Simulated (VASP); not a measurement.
# Tl (P4/mmm) in VASP: single point with PBE

Aim: the single point of Tl with PBE.

Program: VASP 6.6.1. These are calculated values, not measurements. Logs are shortened: lines on timing, memory, paths and dates and some standing lists are left out, and cuts for length are marked.

**1. The cell of the first run**

Symmetry: P4/mmm, No. 123, tetragonal system. Conventional cell: a = 4.438 Å, b = 4.438 Å, c = 6.313 Å, α = 90.00°, β = 90.00°, γ = 90.00°. Tl (site symmetry 4/mmm) has 4 Tl at 3.14 Å within 4.1 Å. Within 4.1 Å of Tl (site symmetry 4/mmm) lie 6 Tl at 3.14 to 3.16 Å. Tl (site symmetry 4/mmm) has 2 Tl at 3.16 Å within 4.2 Å.

**2. Single point, PBE**

File INCAR:

```
SYSTEM = Tl
ALGO = Fast ; EDIFF = 1E-6
ENCUT = 520 ; GGA = PE
ISIF = 2 ; ISMEAR = 0
LASPH = .True. ; LCHARG = .True.
LELF = .True. ; LREAL = .False.
LVHAR = .True. ; LWAVE = .False.
NBANDS = 48 ; NELM = 80
PREC = Accurate ; SIGMA = 0.2
```

File KPOINTS:

```
k-points
0
Gamma
  6 4 4
  0 0 0
```

File POSCAR:

```
Tl
1.0
    0.0000000000      4.4383577652      0.0000000000
    0.0000000000      0.0000000000      6.3130653498
    8.8767155304      0.0000000000      0.0000000000
Tl
6
Direct
    1.0000000000      0.5000000000      0.5000000000
    0.0000000000      0.5000000000      0.0000000000
    0.5000000000      0.5000000000      0.2500000000
    0.5000000000      0.5000000000      0.7500000000
    0.5000000000      0.0000000000      0.2500000000
    0.5000000000      0.0000000000      0.7500000000
```

Potentials or basis: VASP PAW PBE potentials, release 64 (Tl_d).

Run with:

```
> cat potpaw_PBE.64/Tl_d/POTCAR > POTCAR
> mpirun -np 1 vasp_std > vasp.out
```

OUTCAR:

```text
SYSTEM = Tl
   EDIFF = 1E-6
   ENCUT = 520
   GGA = PE
   ISIF = 2
   ISMEAR = 0
   LASPH = .True.
   LREAL = .False.
   NELM = 80
   PREC = Accurate

 ion  position               nearest neighbor table
   1  0.000  0.500  0.500-   3 3.14   4 3.14   3 3.14   4 3.14
   2  0.000  0.500  0.000-   3 3.14   4 3.14   3 3.14   4 3.14
   3  0.500  0.500  0.250-   1 3.14   2 3.14   1 3.14   2 3.14   5 3.16   5 3.16
   4  0.500  0.500  0.750-   1 3.14   2 3.14   1 3.14   2 3.14   6 3.16   6 3.16
   5  0.500  0.000  0.250-   3 3.16   3 3.16
   6  0.500  0.000  0.750-   4 3.16   4 3.16

  LATTYP: Found a simple orthorhombic cell.
 ALAT       =     4.4383577652
 B/A-ratio  =     1.4223876676
 C/A-ratio  =     2.0000000000

  Lattice vectors:

 A1 = (   0.0000000000,   4.4383577652,   0.0000000000)
 A2 = (   0.0000000000,   0.0000000000,   6.3130653498)
 A3 = (   8.8767155304,   0.0000000000,   0.0000000000)

Analysis of symmetry for initial positions (statically):
=====================================================================
 Subroutine PRICEL returns following result:

  LATTYP: Found a simple tetragonal cell.
 ALAT       =     4.4383577652
 C/A-ratio  =     1.4223876676

  Lattice vectors:

 A1 = (   0.0000000000,  -4.4383577652,   0.0000000000)
 A2 = (   4.4383577652,   0.0000000000,   0.0000000000)
 A3 = (   0.0000000000,   0.0000000000,   6.3130653498)

   2 primitive cells build up your supercell.

 Routine SETGRP: Setting up the symmetry group for a
 simple orthorhombic supercell.

 Subroutine GETGRP returns: Found  8 space group operations
 (whereof  8 operations were pure point group operations)
 out of a pool of  8 trial point group operations.

The static configuration has the point symmetry D_2h.

Analysis of symmetry for dynamics (positions and initial velocities):
=====================================================================
 Subroutine PRICEL returns following result:

  LATTYP: Found a simple tetragonal cell.
 ALAT       =     4.4383577652
 C/A-ratio  =     1.4223876676

  Lattice vectors:

 A1 = (   0.0000000000,  -4.4383577652,   0.0000000000)
 A2 = (   4.4383577652,   0.0000000000,   0.0000000000)
 A3 = (   0.0000000000,   0.0000000000,   6.3130653498)

   2 primitive cells build up your supercell.

 Routine SETGRP: Setting up the symmetry group for a
 simple orthorhombic supercell.

 Subroutine GETGRP returns: Found  8 space group operations
 (whereof  8 operations were pure point group operations)
 out of a pool of  8 trial point group operations.

The dynamic configuration has the point symmetry D_2h.

 Subroutine INISYM returns: Found  8 space group operations
 (whereof  8 operations are pure point group operations),
 and found     2 'primitive' translations

----------------------------------------------------------------------------------------

                                     Primitive cell

  volume of cell :     124.3612

  direct lattice vectors                    reciprocal lattice vectors
     0.000000000 -4.438357765  0.000000000     0.000000000 -0.225308561  0.000000000
     4.438357765  0.000000000  0.000000000     0.225308561  0.000000000  0.000000000
     0.000000000  0.000000000  6.313065350     0.000000000  0.000000000  0.158401655

  length of vectors
     4.438357765  4.438357765  6.313065350     0.225308561  0.225308561  0.158401655

  position of ions in fractional coordinates (direct lattice)
     0.000000000  0.000000000  0.500000000
     0.500000000  0.500000000  0.500000000
     0.500000000  0.500000000  0.000000000

  ion indices of the primitive-cell ions
   primitive index   ion index
                 1           1
                 2           3
                 3           5

----------------------------------------------------------------------------------------

 KPOINTS: k-points

Automatic generation of k-mesh.
 Grid dimensions read from file:
 generate k-points for:    6    4    4

 Generating k-lattice:

  Cartesian coordinates                     Fractional coordinates (reciprocal lattice)
     0.000000000  0.037551427  0.000000000     0.166666667  0.000000000  0.000000000
     0.000000000  0.000000000  0.039600414     0.000000000  0.250000000  0.000000000
     0.028163570  0.000000000  0.000000000     0.000000000  0.000000000  0.250000000

  Length of vectors
     0.037551427  0.039600414  0.028163570

  Shift w.r.t. Gamma in fractional coordinates (k-lattice)
     0.000000000  0.000000000  0.000000000

 Subroutine IBZKPT returns following result:
 ===========================================

 Found     36 irreducible k-points:

 Following reciprocal coordinates:
            Coordinates               Weight
  0.000000  0.000000  0.000000      1.000000
  0.166667  0.000000  0.000000      2.000000
  0.333333  0.000000  0.000000      2.000000
  0.500000  0.000000  0.000000      1.000000
  0.000000  0.250000  0.000000      2.000000
  0.166667  0.250000  0.000000      4.000000
[... 16 lines left out ...]
  0.333333  0.500000  0.250000      4.000000
  0.500000  0.500000  0.250000      2.000000
 [... further k-points ...]
   k-points           NKPTS =     36   k-points in BZ     NKDIM =     36   number of bands    NBANDS=     48
   number of dos      NEDOS =    301   number of ions     NIONS =      6
   total plane-waves  NPLWV = 120960
   dimension x,y,z NGX =    36 NGY =   48 NGZ =   70
   dimension x,y,z NGXF=    72 NGYF=   96 NGZF=  140
   ions per type =               6
   NGX,Y,Z   is equivalent  to a cutoff of  13.48, 12.64, 13.11 a.u.
   NGXF,Y,Z  is equivalent  to a cutoff of  26.97, 25.28, 26.22 a.u.
 SYSTEM =  Tl
   PREC   = accura    normal or accurate (medium, high low for compatibility)
   ISTART =      0    job   : 0-new  1-cont  2-samecut
   ICHARG =      2    charge: 1-file 2-atom 10-const
   ISPIN  =      1    spin polarized calculation?
   LNONCOLLINEAR =      F non collinear calculations
   LSORBIT =      F    spin-orbit coupling
   LASPH  =      T    aspherical Exc in radial PAW
   ENCUT  =  520.0 eV  38.22 Ry    6.18 a.u.   8.25 11.74 16.50*2*pi/ulx,y,z
   NELM   =     80;   NELMIN=  2; NELMDL= -5     # of ELM steps
   EDIFF  = 0.1E-05   stopping-criterion for ELM
   LREAL  =      F    real-space projection
   EDIFFG = 0.1E-04   stopping-criterion for IOM
   NSW    =      0    number of steps for IOM
   IBRION =     -1    ionic relax: 0-MD 1-quasi-New 2-CG
   NFREE  =      0    steps in history (QN), initial steepest desc. (CG)
   ISIF   =      2    stress and relaxation
   ISYM   =      2    0-nonsym 1-usesym 2-fastsym
   POTIM  = 0.5000    time-step for ionic-motion
   TEBEG  =    0.0;   TEEND  =   0.0 temperature during run
   PSTRESS=    0.0 pullay stress
   NELECT =      78.0000    total number of electrons
   NUPDOWN=      -1.0000    fix difference up-down
   EMIN   =  10.00;   EMAX   =-10.00  energy-range for DOS
   EFERMI =   0.00;   METHOD = LEGACY
   ISMEAR =     0;   SIGMA  =   0.20  broadening in eV -4-tet -1-fermi 0-gaus
   EFERMI_NEDOS =   21; number of points for ismear=-14 and -15
   IALGO  =     68    algorithm
   IMIX   =      4    mixing-type and parameters
     AMIX     =   0.40;   BMIX     =  1.00
     AMIX_MAG =   1.60;   BMIX_MAG =  1.00
  volume/ion in A,a.u.               =      41.45       279.74
  Fermi-wavevector in a.u.,A,eV,Ry     =   1.112247  2.101843 16.831690  1.237094
  Thomas-Fermi vector in A             =   2.248819
   LORBIT       =      0    0 simple, 1 ext, 2 COOP (PROOUT), +10 PAW based schemes
   GGA     = PE    functional components
   LHFCALC =     F    Hartree Fock is set to
   AEXX    =    0.0000 exact exchange contribution
   IVDW    =     0    specifies the selected vdW correction
   LEPSILON=     F    determine dielectric tensor
   LRPA    =     F    only Hartree local field effects (RPA)
 non-spin polarized calculation
 RMM-DIIS sequential band-by-band and
 Gauss-broadening in eV      SIGMA  =   0.20
  energy-cutoff  :      520.00
  volume of cell :      248.72
 maximum number of plane-waves:      6748
 NGX is ok and might be reduce to    36
   NGX = 17   NGY = 23   NGZ = 33

 number of electron      78.0000012 magnetization

 Free energy of the ion-electron system (eV)
  ---------------------------------------------------
  ext. energy  EPLUGINS =         0.00000000
  ---------------------------------------------------
  free energy    TOTEN  =       -11.68207984 eV

  energy without entropy =      -11.59223739  energy(sigma->0) =      -11.63715861

 E-fermi :   3.5158     XC(G=0):  -8.2725

 val. band max:        3.5118489548   @ k =   0.5000   0.5000   0.2500
 cond. band min:       3.5615147545   @ k =   0.0000   0.5000   0.5000
 fundamental gap:      0.0496657997
 Fermi energy:         3.5158362362

 k-point     1 :       0.0000    0.0000    0.0000
  band No.  band energies     occupation
      1      -8.7219      2.00000
      2      -8.6557      2.00000
      3      -8.6060      2.00000
      4      -8.4363      2.00000
      5      -8.3049      2.00000
      6      -8.3030      2.00000
[... 40 lines left out ...]
     47       7.3464      0.00000
     48       7.4337      0.00000

 k-point     2 :       0.1667    0.0000    0.0000
  band No.  band energies     occupation
      1      -8.6449      2.00000
      2      -8.6410      2.00000
      3      -8.6161      2.00000
      4      -8.3768      2.00000
      5      -8.3045      2.00000
      6      -8.3008      2.00000
[... 40 lines left out ...]
     47       7.1129      0.00000
     48       7.5639      0.00000

 k-point     3 :       0.3333    0.0000    0.0000
  band No.  band energies     occupation
      1      -8.6430      2.00000
      2      -8.6162      2.00000
      3      -8.4275      2.00000
      4      -8.4249      2.00000
      5      -8.3438      2.00000
      6      -8.3409      2.00000
[... 40 lines left out ...]
     47       6.1370      0.00000
     48       7.6619      0.00000

 k-point     4 :       0.5000    0.0000    0.0000
  band No.  band energies     occupation
      1      -8.6600      2.00000
      2      -8.6058      2.00000
      3      -8.4860      2.00000
      4      -8.3656      2.00000
      5      -8.3623      2.00000
      6      -8.3125      2.00000
[... 958 lines left out ...]
     47       6.7753      0.00000
     48       7.1210      0.00000

 k-point    23 :       0.3333    0.5000    0.2500
  band No.  band energies     occupation
      1      -8.5079      2.00000
      2      -8.4727      2.00000
      3      -8.3023      2.00000
      4      -8.2099      2.00000
      5      -8.2004      2.00000
      6      -8.1943      2.00000
[... 40 lines left out ...]
     47       6.9351      0.00000
     48       7.4621      0.00000

 k-point    24 :       0.5000    0.5000    0.2500
  band No.  band energies     occupation
      1      -8.4607      2.00000
      2      -8.4519      2.00000
      3      -8.2444      2.00000
      4      -8.2227      2.00000
      5      -8.2096      2.00000
      6      -8.2078      2.00000
[... 40 lines left out ...]
     47       7.1941      0.00000
     48       7.2130      0.00000

 [... further k-points ...]

------------------------ aborting loop because EDIFF is reached ----------------------------------------

  FORCE on cell =-STRESS in cart. coord.  units (eV):
  Direction    XX          YY          ZZ          XY          YZ          ZX
  --------------------------------------------------------------------------------------
  -------------------------------------------------------------------------------------
  Total       -0.0378314      0.3295598     -0.1833700      0.0000000     -0.0000000      0.0000000
  in kB       -0.2436960      2.1229018     -1.1812017      0.0000000     -0.0000000      0.0000000
  external PRESSURE =       0.2326680 kB  Pullay stress =       0.0000000 kB

 VOLUME and BASIS-vectors are now :
 -----------------------------------------------------------------------------
  energy-cutoff  :      520.00
  volume of cell :      248.72
      direct lattice vectors                 reciprocal lattice vectors
     0.000000000  4.438357765  0.000000000     0.000000000  0.225308561  0.000000000
     0.000000000  0.000000000  6.313065350     0.000000000  0.000000000  0.158401655
     8.876715530  0.000000000  0.000000000     0.112654280  0.000000000  0.000000000

 POSITION                                       TOTAL-FORCE (eV/Angst)
 -----------------------------------------------------------------------------------
      4.43836      0.00000      3.15653        -0.000000     -0.000000      0.000000
      0.00000      0.00000      3.15653        -0.000000     -0.000000      0.000000
      2.21918      2.21918      3.15653        -0.000000     -0.000000      0.000000
      6.65754      2.21918      3.15653        -0.000000     -0.000000      0.000000
      2.21918      2.21918      0.00000         0.000000      0.000000     -0.000000
      6.65754      2.21918      0.00000        -0.000000      0.000000     -0.000000
 -----------------------------------------------------------------------------------
    total drift:                                0.000000      0.000000      0.000000

  FREE ENERGIE OF THE ION-ELECTRON SYSTEM (eV)
  ---------------------------------------------------
  free  energy   TOTEN  =       -11.6820798357 eV

  energy  without entropy=      -11.5922373941  energy(sigma->0) =      -11.63715861
```

It took 2.6 min on 1 thread of Intel Xeon 6975P-C (Granite Rapids), shared host; peak memory 0.51 GiB.

Results:

| Item | Value |
| --- | --- |
| Free energy | -11.6821 eV |
| Pressure | 0.0 GPa |
| Band gap on the k mesh | zero (bands 39 and 40 overlap by 2.42 eV) |

Levels at points of the mesh, in eV from the Fermi level:
```tsv
k point	band 37	band 38	band 39	band 40	band 41	band 42
(0.00, 0.00, 0.00)	-1.95	-0.88	0.13	0.34	0.34	1.33
(0.50, 0.00, 0.00)	-2.30	-2.29	-0.88	-0.37	0.13	1.33
(0.00, 0.50, 0.00)	-1.01	0.66	0.66	0.89	2.89	3.11
(0.50, 0.50, 0.00)	-1.97	-1.96	-1.02	0.44	0.44	1.39
(0.00, 0.00, 0.50)	-1.63	-1.63	1.07	1.07	1.09	1.09
(0.50, 0.00, 0.50)	-0.64	-0.64	-0.61	-0.61	-0.51	-0.51
(0.00, 0.50, 0.50)	0.05	0.05	1.45	1.45	1.92	1.92
(0.50, 0.50, 0.50)	-0.55	-0.55	-0.15	-0.15	-0.09	-0.09
```

Caveat: spin-orbit coupling is left out, which moves the levels of the heavy elements.
